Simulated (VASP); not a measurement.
# CuI (F-43m) in VASP: notebook, part 2 of 2

VASP 6.6.1. The steps go on from the part before.

## (3) Single point, SVWN5

Input file INCAR:

```
ALGO = Normal
EDIFF = 1E-6
ENCUT = 520
GGA = VW
ISIF = 2
ISMEAR = -1
LASPH = T
LCHARG = F
LREAL = F
LWAVE = F
NBANDS = 16
NELM = 60
PREC = Accurate
SIGMA = 0.05
```

Input file KPOINTS:

```
k-points
0
Gamma
  8 8 8
```

Input file POSCAR:

```
CuI
1.0
    0.0000000000      2.9905287613      2.9905287613
    2.9905287613      0.0000000000      2.9905287613
    2.9905287613      2.9905287613      0.0000000000
I Cu
1 1
Direct
    0.0000000000      0.0000000000      0.0000000000
    0.7500000000      0.7500000000      0.7500000000
```

Potentials or basis: VASP PAW PBE potentials, release 64 (I, Cu).

Run with:

```sh
$ cat potpaw_PBE.64/I/POTCAR potpaw_PBE.64/Cu/POTCAR > POTCAR
$ mpirun -np 1 vasp_std > vasp.out
```

OUTCAR:

```text
EDIFF = 1E-6
   ENCUT = 520
   GGA = VW
   ISIF = 2
   ISMEAR = -1
   LASPH = T
   LREAL = F
   NELM = 60
   PREC = Accurate

 ion  position               nearest neighbor table
   1  0.000  0.000  0.000-   2 2.59   2 2.59   2 2.59   2 2.59
   2  0.750  0.750  0.750-   1 2.59   1 2.59   1 2.59   1 2.59

  LATTYP: Found a face centered cubic cell.
 ALAT       =     5.9810575226

  Lattice vectors:

 A1 = (   0.0000000000,   2.9905287613,   2.9905287613)
 A2 = (   2.9905287613,   0.0000000000,   2.9905287613)
 A3 = (   2.9905287613,   2.9905287613,   0.0000000000)

Analysis of symmetry for initial positions (statically):
=====================================================================
 Subroutine PRICEL returns:
 Original cell was already a primitive cell.

 Routine SETGRP: Setting up the symmetry group for a
 face centered cubic supercell.

 Subroutine GETGRP returns: Found 24 space group operations
 (whereof 24 operations were pure point group operations)
 out of a pool of 48 trial point group operations.

The static configuration has the point symmetry T_d .

[... 156 lines left out ...]

  energy without entropy =       -6.92167936  energy(sigma->0) =       -6.92167948

 E-fermi :   5.0791     XC(G=0):  -9.4833

 val. band max:        4.5065123725   @ k =   0.0000   0.0000   0.0000
 cond. band min:       5.5764919048   @ k =   0.0000   0.0000   0.0000
 fundamental gap:      1.0699795323
 Fermi energy:         5.0790657275

 k-point     1 :       0.0000    0.0000    0.0000
  band No.  band energies     occupation
      1      -9.7432      2.00000
      2       0.6853      2.00000
      3       0.6853      2.00000
      4       0.6853      2.00000
      5       2.4218      2.00000
      6       2.4218      2.00000
[... 433 lines left out ...]
      3       0.1493      2.00000
      4       0.6887      2.00000
      5       2.3512      2.00000
      6       2.4328      2.00000
[... 8 lines left out ...]
     15      15.2803      0.00000
     16      15.9210      0.00000

 [... further k-points ...]

------------------------ aborting loop because EDIFF is reached ----------------------------------------

  FORCE on cell =-STRESS in cart. coord.  units (eV):
  Direction    XX          YY          ZZ          XY          YZ          ZX
  --------------------------------------------------------------------------------------
  -------------------------------------------------------------------------------------
  Total       -0.9311719     -0.9311719     -0.9311719     -0.0000000      0.0000000      0.0000000
  in kB      -27.8911553    -27.8911553    -27.8911553     -0.0000000      0.0000000      0.0000000
  external PRESSURE =     -27.8911553 kB  Pullay stress =       0.0000000 kB

 VOLUME and BASIS-vectors are now :
 -----------------------------------------------------------------------------
  energy-cutoff  :      520.00
  volume of cell :       53.49
      direct lattice vectors                 reciprocal lattice vectors
     0.000000000  2.990528761  2.990528761    -0.167194513  0.167194513  0.167194513
     2.990528761  0.000000000  2.990528761     0.167194513 -0.167194513  0.167194513
     2.990528761  2.990528761  0.000000000     0.167194513  0.167194513 -0.167194513

 POSITION                                       TOTAL-FORCE (eV/Angst)
 -----------------------------------------------------------------------------------
      0.00000      0.00000      0.00000         0.000000      0.000000      0.000000
      4.48579      4.48579      4.48579        -0.000000     -0.000000     -0.000000
 -----------------------------------------------------------------------------------
    total drift:                                0.000000      0.000000      0.000000

  FREE ENERGIE OF THE ION-ELECTRON SYSTEM (eV)
  ---------------------------------------------------
  free  energy   TOTEN  =        -6.9216795920 eV

  energy  without entropy=       -6.9216793647  energy(sigma->0) =       -6.92167948
```

Wall time 18 s (1 thread of AMD EPYC 7R43 (Zen 3), shared host); peak memory 0.13 GiB.

What came out:

```
Free energy            : -6.9217 eV
Pressure               : -2.8 GPa
Band gap on the k mesh : 1.07 eV
```

Caveat: the PAW data sets were made with another functional, which shifts forces and pressure a little; spin-orbit coupling is left out, which moves the levels of the heavy elements.

## (4) Single point, PBE+D3(BJ)

This run uses another cell than the first one, of 27.30 Å³/atom.

Input file INCAR:

```
PREC = Accurate
ENCUT = 520
EDIFF = 1E-7
ISMEAR = -1
SIGMA = 0.05
LREAL = False
LASPH = True
NELM = 80
ALGO = Normal
ISIF = 2
LWAVE = False
LCHARG = False
GGA = PE
IVDW = 12
NBANDS = 16
```

Input file KPOINTS:

```
regular mesh
0
Gamma
  8 8 8
```

Input file POSCAR:

```
CuI
1.0
    0.0000000000      3.0111537494      3.0111537494
    3.0111537494      0.0000000000      3.0111537494
    3.0111537494      3.0111537494      0.0000000000
I Cu
1 1
Direct
    0.0000000000      0.0000000000      0.0000000000
    0.7500000000      0.7500000000      0.7500000000
```

Run with:

```sh
$ cat potpaw_PBE.64/I/POTCAR potpaw_PBE.64/Cu/POTCAR > POTCAR
$ mpirun -np 1 vasp_std > vasp.out
```

Run time: 23 s. Hardware: 1 thread of AMD EPYC 7R43 (Zen 3), shared host; peak memory 0.16 GiB.

It converged, with:

* Free energy: -6.2565 eV
* Pressure: -1.1 GPa
* Band gap on the k mesh: 1.20 eV
* Dispersion energy per atom: -0.350 eV

Levels at points of the mesh, in eV from the valence-band top:
| k point | band 6 | band 7 | band 8 | band 9 | band 10 | band 11 | band 12 | band 13 |
| --- | --- | --- | --- | --- | --- | --- | --- | --- |
| (0.00, 0.00, 0.00) | -1.94 | 0.00 | 0.00 | 0.00 | 1.20 | 4.85 | 4.85 | 4.85 |
| (0.50, 0.00, 0.00) | -1.91 | -1.86 | -0.74 | -0.74 | 2.18 | 5.39 | 5.39 | 7.44 |
| (0.50, 0.50, 0.00) | -1.87 | -1.85 | -1.57 | -1.57 | 2.68 | 2.90 | 9.33 | 9.86 |

Caveat: spin-orbit coupling is left out, which moves the levels of the heavy elements. As with any semilocal functional, this PBE gap is likely too small.

## (5) Single point, RPBE

This run uses another cell than the first one, of 27.30 Å³/atom.

Input file INCAR:

```
  ALGO = Normal
  EDIFF = 1E-7
  ENCUT = 520
  GGA = RP
  ISIF = 2
  ISMEAR = -1
  LASPH = True
  LCHARG = False
  LREAL = False
  LWAVE = False
  NBANDS = 16
  NELM = 100
  PREC = Accurate
  SIGMA = 0.05
```

Input file KPOINTS:

```
k-points
0
Gamma
  8 8 8
```

POSCAR is that of step 4.

Run with:

```sh
$ cat potpaw_PBE.64/I/POTCAR potpaw_PBE.64/Cu/POTCAR > POTCAR
$ mpirun -np 1 vasp_std > vasp.out
```

Wall time 22 s (1 thread of AMD EPYC 7R43 (Zen 3), shared host); peak memory 0.15 GiB.

It converged, with:

* Free energy: -4.8171 eV
* Pressure: 3.3 GPa
* Band gap on the k mesh: 1.33 eV

Levels at points of the mesh, in eV from the valence-band top:
| k point | band 6 | band 7 | band 8 | band 9 | band 10 | band 11 | band 12 | band 13 |
| --- | --- | --- | --- | --- | --- | --- | --- | --- |
| (0.00, 0.00, 0.00) | -1.91 | 0.00 | 0.00 | 0.00 | 1.33 | 4.87 | 4.87 | 4.87 |
| (0.50, 0.00, 0.00) | -1.88 | -1.83 | -0.73 | -0.73 | 2.26 | 5.42 | 5.42 | 7.62 |
| (0.50, 0.50, 0.00) | -1.84 | -1.82 | -1.54 | -1.54 | 2.79 | 2.96 | 9.48 | 9.90 |

Caveat: the cell stands under pressure; the PAW data sets were made with another functional, which shifts forces and pressure a little; spin-orbit coupling is left out, which moves the levels of the heavy elements.

## (6) Single point, SVWN5

This run uses another cell than the first one, of 27.30 Å³/atom.

Input file INCAR:

```
ALGO     = Normal         # electronic algorithm
EDIFF    = 1E-7           # SCF threshold, eV
ENCUT    = 520            # plane-wave cutoff, eV
GGA      = VW             # functional
ISIF     = 2              # what is computed and relaxed
ISMEAR   = -1             # smearing method
LASPH    = T              # aspherical terms in the spheres
LCHARG   = F              # write CHGCAR
LREAL    = F              # projectors in reciprocal space
LWAVE    = F              # write WAVECAR
NBANDS   = 16             # bands
NELM     = 60             # most SCF steps
PREC     = Accurate       # precision mode
SIGMA    = 0.05           # smearing width, eV
```

KPOINTS is that of step 5.

POSCAR is that of step 5.

Potentials or basis: VASP PAW PBE potentials, release 64 (I, Cu).

Run with:

```sh
$ cat potpaw_PBE.64/I/POTCAR potpaw_PBE.64/Cu/POTCAR > POTCAR
$ mpirun -np 1 vasp_std > vasp.out
```

It took 19 s on 1 thread of AMD EPYC 7R43 (Zen 3), shared host; peak memory 0.13 GiB.

The run converged. Its results:

```yaml
Free_energy: -6.8993 eV
Pressure: -3.6 GPa
Band_gap_on_the_k_mesh: 1.01 eV
```

Levels at points of the mesh, in eV from the valence-band top:
| k point | band 7 | band 8 | band 9 | band 10 | band 11 | band 12 |
| --- | --- | --- | --- | --- | --- | --- |
| (0.00, 0.00, 0.00) | 0.00 | 0.00 | 0.00 | 1.01 | 4.84 | 4.84 |
| (0.50, 0.00, 0.00) | -1.92 | -0.75 | -0.75 | 2.06 | 5.38 | 5.38 |
| (0.50, 0.50, 0.00) | -1.91 | -1.61 | -1.61 | 2.58 | 2.83 | 9.17 |

Caveat: the cell stands under tension; the PAW data sets were made with another functional, which shifts forces and pressure a little; spin-orbit coupling is left out, which moves the levels of the heavy elements.

## (7) Overview

| level | cell | gap on the mesh (eV) | pressure (GPa) |
| --- | --- | --- | --- |
| RPBE | a = 4.229 Å, angles 60.0°, 2 atoms | 1.39 | 4.3 |
| SVWN5 | a = 4.229 Å, angles 60.0°, 2 atoms | 1.07 | -2.8 |
| PBE+D3(BJ) | a = 4.258 Å, angles 60.0°, 2 atoms | 1.20 | -1.1 |
| RPBE | a = 4.258 Å, angles 60.0°, 2 atoms | 1.33 | 3.3 |
| SVWN5 | a = 4.258 Å, angles 60.0°, 2 atoms | 1.01 | -3.6 |

Alike in all rows: task single point; potentials or basis VASP PAW PBE potentials, release 64 (I, Cu); no spin polarisation; k mesh 8 × 8 × 8; cutoff (eV) 520; smearing fermi-dirac 0.05 eV.

Caveats: spin-orbit coupling is left out, which moves the levels of the heavy elements; the PAW data sets were made with another functional, which shifts forces and pressure a little (at least some runs); the cell stands under pressure (at least some runs); the cell stands under tension (at least some runs).

Absolute energies hang on the potentials; compare differences alone.
